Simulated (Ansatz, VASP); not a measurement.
Be in VASP and in Ansatz

File INCAR:

```
PREC = Accurate
ENCUT = 520
EDIFF = 1E-7
ISMEAR = -1
SIGMA = 0.05
LREAL = False
LASPH = True
NELM = 100
ALGO = Normal
ISIF = 2
LWAVE = False
LCHARG = True
GGA = PS
LELF = True
LVHAR = True
NBANDS = 12
```

File KPOINTS:

```
regular mesh
0
Gamma
  9 9 14
```

POSCAR

```
Be
1.0
    3.6703269463      0.0000000000      0.0000000000
    0.0000000000      3.6703269463      0.0000000000
    0.0000000000      0.0000000000      2.2347101981
Be
4
Direct
    0.2974080000      0.2974080000      0.0000000000
    0.7025920000      0.7025920000      0.0000000000
    0.2025920000      0.7974080000      0.5000000000
    0.7974080000      0.2025920000      0.5000000000
```

Input for Ansatz:

```yaml
crystal:
  lattice:
    - [3.6703269463, 0.0, 0.0]
    - [0.0, 3.6703269463, 0.0]
    - [0.0, 0.0, 2.2347101981]
  atoms:
    - { symbol: Be, position: [0.297408, 0.297408, 0.0] }
    - { symbol: Be, position: [0.702592, 0.702592, 0.0] }
    - { symbol: Be, position: [0.202592, 0.797408, 0.5] }
    - { symbol: Be, position: [0.797408, 0.202592, 0.5] }
kpoints:
  mp_grid: { grid: [9, 9, 14] }
  band_path:
    path:
      - [0.0, 0.0, 0.0]
      - [0.0, 0.5, 0.0]
      - [0.5, 0.5, 0.0]
      - [0.0, 0.0, 0.0]
      - [0.0, 0.0, 0.5]
      - [0.0, 0.5, 0.5]
      - [0.5, 0.5, 0.5]
      - [0.0, 0.0, 0.5]
      - [0.0, 0.5, 0.0]
    npoints: 5
scf:
  occupations: { method: fermi_dirac, width: 0.05 }
hamiltonian:
  xc: pbesol
  pseudopotentials: { kind: all_electron, lapw: { basis_error: 0.001 } }
output:
  forces: true
  stress: true
  eigenvalues: true
```

Change from the starting cell: volume scaled by 0.94.

Alike in both runs: task single point; functional PBEsol; k mesh 9 × 9 × 14; occupations fermi-dirac, width 0.05 eV; no spin polarisation.

|  | VASP | Ansatz |
| --- | --- | --- |
| version | VASP 6.6.1 | Ansatz 0.2.0 |
| potentials or method | VASP PAW PBE potentials, release 64 (Be), cutoff 520 eV | all-electron LAPW, scalar-relativistic |

|  | VASP | Ansatz | Ansatz less VASP |
| --- | --- | --- | --- |
| pressure (GPa) | 7.3 | 6.8 | -0.54 |
| traceless stress, the component that is largest in VASP (GPa) | -0.28 | -0.29 | -0.011 |
| rms of the force components (eV/Å) | 0.024 | 0.022 | -0.0022 |

VASP's potentials were made for PBE, not for PBEsol. Atom by atom the forces differ by 0.002 eV/Å (rms over components). Ansatz ran all-electron here, and VASP with PAW potentials.
